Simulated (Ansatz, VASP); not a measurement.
# CdTe in VASP and in Ansatz

INCAR

```
PREC = Accurate
ENCUT = 500
EDIFF = 1E-6
ISMEAR = 0
SIGMA = 0.01
LREAL = F
LASPH = T
NELM = 120
ALGO = Normal
ISIF = 2
LWAVE = F
LCHARG = F
GGA = PS
NBANDS = 16
GGA_COMPAT = F
```

File KPOINTS:

```
regular mesh
0
Gamma
  4 4 4
```

File POSCAR:

```
CdTe
1.0
    0.0000000000      3.2799551172      3.2799551172
    3.2799551172      0.0000000000      3.2799551172
    3.2799551172      3.2799551172      0.0000000000
Cd Te
1 1
Direct
    0.0000000000      0.0000000000      0.0000000000
    0.2500000000      0.2500000000      0.2500000000
```

Input for Ansatz:

```yaml
crystal:
  lattice:
    - [0.0, 3.2799551172, 3.2799551172]
    - [3.2799551172, 0.0, 3.2799551172]
    - [3.2799551172, 3.2799551172, 0.0]
  atoms:
    - { symbol: Cd, position: [0.0, 0.0, 0.0] }
    - { symbol: Te, position: [0.25, 0.25, 0.25] }
kpoints:
  mp_grid: { grid: [4, 4, 4] }
hamiltonian:
  xc: pbesol
scf:
  occupations: { method: fixed }
  n_extra_bands: 4
output:
  forces: true
  stress: true
  eigenvalues: true
```

Alike in both runs: task single point; functional PBEsol; k mesh 4 × 4 × 4; no spin polarisation.

```csv
,VASP,Ansatz
version,VASP 6.6.1,Ansatz 0.2.0
potentials or method,"VASP PAW PBE potentials, release 64 (Cd, Te)",plane waves
plane-wave cutoff (eV),500,420
occupations,"gaussian, width 0.01 eV",fixed
valence electrons in the cell,18,36
```

```csv
,VASP,Ansatz,Ansatz less VASP
gap on the k mesh at the Fermi level (eV),0.54,0.54,-0.001
pressure (GPa),-0.9,-1.0,-0.15
```

VASP's potentials were made for PBE, not for PBEsol. VASP's potentials hold 18 valence electrons a cell and Ansatz's 36, so a difference there can come from the potentials and not from the codes.

Spin-orbit coupling is off throughout.
